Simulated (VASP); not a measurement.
The system is Al2Cu.

```
Al Cu
1.0
     3.82325    0.03016    0.00168
     0.03016    4.13919   -0.03383
     0.00117   -0.02358    2.78013
Al Cu
2 1
Direct
  0.49326 0.99892 0.47167
  0.02052 0.50149 0.52061
  0.98622 0.99960 0.00772
```

```yaml
Program: VASP 6.6.1
Task: relaxation of cell and atoms
Functional: PBEsol
Potentials_or_basis: VASP PAW PBE potentials, release 64 (Al, Cu)
Cutoff: 600 eV
k_mesh: 8 × 8 × 12
Occupations: gaussian, width 0.15 eV
Spin: no spin polarisation
```

At the start: pressure 10.1 GPa; volume 14.66 Å³/atom.

Problem. How do energy, volume and symmetry change on relaxing?

Solution. Over 41 steps the energy falls by 82.5 meV/atom and the volume is 15.89 Å³/atom (+8.4 %); space group P1 (No. 1, to 0.1 Å) before, P4/mmm (No. 123, to 0.1 Å).

Step by step:
```tsv
step	energy change (eV)	largest force (eV/Å)	pressure (GPa)	volume (Å³)
1	0.0000	0.5795	10.08	43.99
3	-0.2138	0.2477	-1.76	48.53
5	-0.2315	0.2264	-0.07	47.73
7	-0.2331	0.2198	0.57	47.47
9	-0.2416	0.0989	-1.17	48.22
11	-0.2461	0.0785	-0.10	47.61
13	-0.2461	0.0733	-0.19	47.83
15	-0.2463	0.0678	-0.20	47.71
17	-0.2474	0.0190	0.17	47.58
19	-0.2474	0.0266	0.29	47.55
21	-0.2475	0.0208	0.14	47.57
23	-0.2476	0.0145	-0.19	47.77
25	-0.2476	0.0182	0.09	47.69
27	-0.2476	0.0176	0.03	47.69
29	-0.2476	0.0162	0.23	47.63
31	-0.2476	0.0170	-0.07	47.67
33	-0.2476	0.0157	-0.13	47.68
35	-0.2476	0.0161	-0.34	47.68
37	-0.2476	0.0162	-0.11	47.68
39	-0.2476	0.0157	-0.06	47.68
41	-0.2476	0.0100	-0.07	47.68
```

Final structure:
```cif
data_structure
_symmetry_space_group_name_H-M 'P 1'
_symmetry_Int_Tables_number 1
_cell_length_a 4.0972
_cell_length_b 4.0968
_cell_length_c 2.8405
_cell_angle_alpha 89.999
_cell_angle_beta 89.999
_cell_angle_gamma 89.999
_cell_volume 47.68
loop_
_atom_site_label
_atom_site_type_symbol
_atom_site_fract_x
_atom_site_fract_y
_atom_site_fract_z
_atom_site_occupancy
Al1 Al 0.49966 0.99971 0.50029 1
Al2 Al 0.00106 0.50010 0.49972 1
Cu1 Cu 0.99928 0.00019 0.99999 1
```

Caveat: the highest band is partly filled, so the run has too few bands; the PAW data sets were made with another functional, which shifts forces and pressure a little.
